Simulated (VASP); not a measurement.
# Tb (P6_3/mmc) in VASP: single point with PBE

Aim: the single point of Tb with PBE.

Program: VASP 6.6.1. These are calculated values, not measurements. Logs are shortened: lines on timing, memory, paths and dates and some standing lists are left out, and cuts for length are marked.

## (1) The cell of the first run

It takes space group P6_3/mmc (No. 194, hexagonal). The conventional cell has a = 3.623 Å, b = 3.623 Å, c = 5.683 Å, α = 90.00°, β = 90.00°, γ = 120.00°. Within 4.6 Å of Tb (site symmetry -6m2) lie 12 Tb at 3.53 to 3.62 Å.

## (2) Single point, PBE, collinear spin, ferromagnetic start (z stretched by -1.5 % at fixed volume)

Contents of INCAR:

```
ALGO = Normal ; EDIFF = 1E-7
ENCUT = 520 ; GGA = PE
ISIF = 2 ; ISMEAR = -1
ISPIN = 2 ; LASPH = True
LCHARG = False ; LMAXMIX = 6
LORBIT = 11 ; LREAL = False
LWAVE = False ; MAGMOM = 6 6
NBANDS = 30 ; NELM = 150
PREC = Accurate ; SIGMA = 0.05
```

Contents of KPOINTS:

```
k-points
0
Gamma
  14 14 8
```

Contents of POSCAR:

```
Tb
1.0
    3.6227380218      0.0000000000      0.0000000000
   -1.8113690109      3.1373831582      0.0000000000
    0.0000000000      0.0000000000      5.6830498808
Tb
2
Direct
    0.3333333333      0.6666666667      0.2500000000
    0.6666666667      0.3333333333      0.7500000000
```

Potentials or basis: VASP PAW PBE potentials, release 64 (Tb).

The run is started by

```bash
> cat potpaw_PBE.64/Tb/POTCAR > POTCAR
> mpirun -np 1 vasp_std > vasp.out
```

OUTCAR:

```text
EDIFF = 1E-7
   ENCUT = 520
   GGA = PE
   ISIF = 2
   ISMEAR = -1
   ISPIN = 2
   LASPH = True
   LORBIT = 11
   LREAL = False
   NELM = 150
   PREC = Accurate

 ion  position               nearest neighbor table
   1  0.333  0.667  0.250-   2 3.53   2 3.53   2 3.53   2 3.53   2 3.53   2 3.53
   2  0.667  0.333  0.750-   1 3.53   1 3.53   1 3.53   1 3.53   1 3.53   1 3.53

  LATTYP: Found a hexagonal cell.
 ALAT       =     3.6227380218
 C/A-ratio  =     1.5687167680

  Lattice vectors:

 A1 = (   3.6227380218,   0.0000000000,   0.0000000000)
 A2 = (  -1.8113690109,   3.1373831582,   0.0000000000)
 A3 = (   0.0000000000,   0.0000000000,   5.6830498808)

Analysis of symmetry for initial positions (statically):
=====================================================================
 Subroutine PRICEL returns:
 Original cell was already a primitive cell.

 Routine SETGRP: Setting up the symmetry group for a
 hexagonal supercell.

 Subroutine GETGRP returns: Found 24 space group operations
 (whereof 12 operations were pure point group operations)
 out of a pool of 24 trial point group operations.

The static configuration has the point symmetry D_3d.
 The point group associated with its full space group is D_6h.

Analysis of symmetry for dynamics (positions and initial velocities):
=====================================================================
 Subroutine PRICEL returns:
 Original cell was already a primitive cell.

 Routine SETGRP: Setting up the symmetry group for a
 hexagonal supercell.

 Subroutine GETGRP returns: Found 24 space group operations
 (whereof 12 operations were pure point group operations)
 out of a pool of 24 trial point group operations.

The dynamic configuration has the point symmetry D_3d.
 The point group associated with its full space group is D_6h.

Analysis of structural, dynamic, and magnetic symmetry:
=====================================================================
 Subroutine PRICEL returns:
 Original cell was already a primitive cell.

 Routine SETGRP: Setting up the symmetry group for a
 hexagonal supercell.

 Subroutine GETGRP returns: Found 24 space group operations
 (whereof 12 operations were pure point group operations)
 out of a pool of 24 trial point group operations.

The overall configuration has the point symmetry D_3d.
 The point group associated with its full space group is D_6h.

 Subroutine INISYM returns: Found 24 space group operations
 (whereof 12 operations are pure point group operations),
 and found     1 'primitive' translations
[... 112 lines left out ...]
   IALGO  =     38    algorithm
   IMIX   =      4    mixing-type and parameters
     AMIX     =   0.40;   BMIX     =  1.00
     AMIX_MAG =   1.60;   BMIX_MAG =  1.00
  volume/ion in A,a.u.               =      32.30       217.95
  Fermi-wavevector in a.u.,A,eV,Ry     =   1.371747  2.592226 25.601947  1.881690
  Thomas-Fermi vector in A             =   2.497416
   LORBIT       =     11    0 simple, 1 ext, 2 COOP (PROOUT), +10 PAW based schemes
   GGA     = PE    functional components
   LHFCALC =     F    Hartree Fock is set to
   AEXX    =    0.0000 exact exchange contribution
   IVDW    =     0    specifies the selected vdW correction
   LEPSILON=     F    determine dielectric tensor
   LRPA    =     F    only Hartree local field effects (RPA)
 spin polarized calculation
  energy-cutoff  :      520.00
  volume of cell :       64.59
 maximum number of plane-waves:      1773
 NGX is ok and might be reduce to    28
   NGX = 13   NGY = 13   NGZ = 21

 number of electron      37.9999988 magnetization      11.9544862

 Free energy of the ion-electron system (eV)
  ---------------------------------------------------
  ext. energy  EPLUGINS =         0.00000000
  ---------------------------------------------------
  free energy    TOTEN  =       -19.10643598 eV

  energy without entropy =      -19.00508226  energy(sigma->0) =      -19.05575912

 E-fermi :   2.8358     XC(G=0): -10.0617

 val. band max:        2.8352317405   @ k =   0.2857   0.1429   0.1250
 cond. band min:       2.8372692877   @ k =   0.4286   0.0000   0.2500
 fundamental gap:      0.0020375472
 Fermi energy:         2.8358300287

 spin component 1

 k-point     1 :       0.0000    0.0000    0.0000
  band No.  band energies     occupation
      1     -43.2635      1.00000
      2     -43.1936      1.00000
      3     -20.2513      1.00000
      4     -19.6606      1.00000
      5     -19.6606      1.00000
      6     -19.5466      1.00000
[... 781 lines left out ...]
     29       5.3701      0.00000
     30       7.8689      0.00000

 [... further k-points ...]

 spin component 2

 k-point     1 :       0.0000    0.0000    0.0000
  band No.  band energies     occupation
      1     -40.6776      1.00000
      2     -40.5921      1.00000
      3     -18.4639      1.00000
      4     -17.7689      1.00000
      5     -17.7689      1.00000
      6     -17.6378      1.00000
[... 781 lines left out ...]
     29       6.0277      0.00000
     30       8.7711      0.00000

 [... further k-points ...]
[... 5 lines left out ...]
  --------------------------------------------------------------------------------------
  -------------------------------------------------------------------------------------
  Total       -0.0611544     -0.0611544      0.4272373      0.0000000      0.0000000      0.0000000
  in kB       -1.5168840     -1.5168840     10.5972641      0.0000000      0.0000000      0.0000000
  external PRESSURE =       2.5211654 kB  Pullay stress =       0.0000000 kB

 VOLUME and BASIS-vectors are now :
 -----------------------------------------------------------------------------
  energy-cutoff  :      520.00
  volume of cell :       64.59
      direct lattice vectors                 reciprocal lattice vectors
     3.622738022  0.000000000  0.000000000     0.276034313  0.159368485  0.000000000
    -1.811369011  3.137383158  0.000000000     0.000000000  0.318736969  0.000000000
     0.000000000  0.000000000  5.683049881     0.000000000  0.000000000  0.175961855

 POSITION                                       TOTAL-FORCE (eV/Angst)
 -----------------------------------------------------------------------------------
     -0.00000      2.09159      1.42076         0.000000     -0.000000      0.000000
      1.81137      1.04579      4.26229        -0.000000      0.000000      0.000000
 -----------------------------------------------------------------------------------
    total drift:                                0.000000     -0.000000      0.000000

  FREE ENERGIE OF THE ION-ELECTRON SYSTEM (eV)
  ---------------------------------------------------
  free  energy   TOTEN  =       -19.1064359756 eV

  energy  without entropy=      -19.0050822607  energy(sigma->0) =      -19.05575912

 total charge

# of ion       s       p       d       f       tot
--------------------------------------------------
    1        2.086   5.600   0.503   8.120  16.310
    2        2.086   5.600   0.503   8.120  16.310
--------------------------------------------------
tot          4.173  11.200   1.007  16.240  32.621

 magnetization (x)

# of ion       s       p       d       f       tot
--------------------------------------------------
    1        0.002  -0.044   0.089   5.677   5.725
    2        0.002  -0.044   0.089   5.677   5.725
--------------------------------------------------
tot          0.004  -0.087   0.178  11.355  11.449
```

stdout:

```text
POSCAR found type information on POSCAR Tb
 POSCAR found :  1 types and       2 ions
 scaLAPACK will be used
 LDA part: xc-table for (Slater+PW92), standard interpolation
 POSCAR, INCAR and KPOINTS ok, starting setup
 FFT: planning ... GRIDC
 FFT: planning ... GRID_SOFT
 FFT: planning ... GRID
 WAVECAR not read
 entering main loop
```

Wall time 37 min (1 thread of Intel Xeon Platinum 8488C (Sapphire Rapids), shared host); peak memory 0.48 GiB.

What came out:

| Item | Value |
| --- | --- |
| Free energy | -19.1064 eV |
| Pressure | 0.3 GPa |
| Net moment | 11.95 μB per cell |
| Site moments | Tb +5.72 μB |
| Valence electrons inside the program's atomic spheres | Tb 16.31 |

Caveat: the magnetic or orbital state may not be the lowest; spin-orbit coupling is left out, which moves the levels of the heavy elements; semilocal functionals describe open f shells poorly, which spoils levels, moments and volumes. The state reached can hang on the start; a lower one may exist.
